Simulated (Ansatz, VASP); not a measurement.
# One calculation of LiF, two programs

```
Li F
1.0
     3.12467    0.00000    0.00000
    -1.56234    2.70605    0.00000
     0.00000    0.00000    4.90349
Li F
2 2
Direct
  0.33333 0.66667 0.38091
  0.66667 0.33333 0.88091
  0.33333 0.66667 0.99408
  0.66667 0.33333 0.49408
```

Alike in both runs: functional PBE; k mesh 12 × 12 × 6; occupations gaussian, width 0.02 eV; no spin polarisation.

Ansatz relaxed the structure, and its values are those at the end. VASP's run is a single point on that final structure, the one shown.

|  | VASP | Ansatz |
| --- | --- | --- |
| version | VASP 6.6.1 | Ansatz 0.2.0 |
| potentials or method | VASP PAW PBE potentials, release 64 (Li_sv, F), cutoff 520 eV | scalar-relativistic, plane waves, PAW |
| valence electrons in the cell | 20 | 20 |

VASP gave:

| Property | Result |
| --- | --- |
| gap on the k mesh at the Fermi level (eV) | 7.59 |
| least direct gap on the mesh (eV) | 7.59 |

Task: Estimate Ansatz's values.

Result: gap on the k mesh at the Fermi level (eV): 7.60; least direct gap on the mesh (eV): 7.60.

Noted on VASP's run: the cutoff is short for stress, so the pressure is rough.
